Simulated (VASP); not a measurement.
H3Os:

```
CELL_PARAMETERS angstrom
3.13485 0.00000 0.00000
0.00000 3.13485 0.00000
0.00000 0.00000 3.13485
ATOMIC_POSITIONS crystal
H 0.00000 0.50000 0.50000
H 0.50000 0.00000 0.50000
H 0.50000 0.50000 0.00000
Os 0.00000 0.00000 0.00000
```

```yaml
Program: VASP 6.6.1
Task: relaxation of cell and atoms
Functional: PBE
Potentials_or_basis: VASP PAW PBE potentials, release 64 (H, Os)
Cutoff: 600 eV
k_mesh: 6 × 6 × 6
Occupations: gaussian, width 0.1 eV
Spin: no spin polarisation
```

At the start: pressure -38.9 GPa; volume 7.70 Å³/atom.

Where does the relaxation end?

Over 3 steps the energy falls by 289.8 meV/atom and the volume is 5.84 Å³/atom (-24.2 %); space group Pm-3m (No. 221, to 0.05 Å).

The path:
| step | energy change (eV) | largest force (eV/Å) | pressure (GPa) | volume (Å³) |
| --- | --- | --- | --- | --- |
| 1 | 0.0000 | 0.0000 | -38.87 | 30.81 |
| 2 | -1.1583 | 0.0000 | 1.88 | 23.20 |
| 3 | -1.1592 | 0.0000 | 0.03 | 23.36 |

Final structure:
```xyz
4
Lattice="2.8588 0.0000 0.0000 0.0000 2.8588 0.0000 0.0000 0.0000 2.8588" Properties=species:S:1:pos:R:3 pbc="T T T"
H     0.0000    1.4294    1.4294
H     1.4294    0.0000    1.4294
H     1.4294    1.4294    0.0000
Os    0.0000    0.0000    0.0000
```

Caveat: the volume moved by over 15 % at a fixed basis, so the end points are rough.
